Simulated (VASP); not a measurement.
Input of a VASP 6.6.1 run:

INCAR

```
SYSTEM = CsBr
PREC = Accurate
ENCUT = 500
EDIFF = 1E-6
ISMEAR = 0
SIGMA = 0.05
LREAL = .False.
LASPH = .True.
NELM = 120
ALGO = Normal
ISIF = 2
LWAVE = .False.
LCHARG = .False.
GGA = PS
NBANDS = 15
GGA_COMPAT = .False.
```

The input KPOINTS:

```
regular mesh
0
Gamma
  6 6 6
  0 0 0
```

File POSCAR:

```
CsBr
1.0
    4.3462141970      0.0000000000      0.0000000000
    0.0000000000      4.3462141970      0.0000000000
    0.0000000000      0.0000000000      4.3462141970
Cs Br
1 1
Direct
    0.0000000000      0.0000000000      0.0000000000
    0.5000000000      0.5000000000      0.5000000000
```

Potentials or basis: VASP PAW PBE potentials, release 64 (Cs_sv, Br).

Command:

```sh
$ cat potpaw_PBE.64/Cs_sv/POTCAR potpaw_PBE.64/Br/POTCAR > POTCAR
$ mpirun -np 1 vasp_std > vasp.out
```

(1) Estimate the pressure.

(2) Estimate the band gap on the k mesh.

Results:

(1) -0.9 GPa.

(2) 4.17 eV, indirect (least direct gap 4.18 eV).

Caveat: the PAW data sets were made with another functional, which shifts forces and pressure a little; spin-orbit coupling is left out, which moves the levels of the heavy elements.
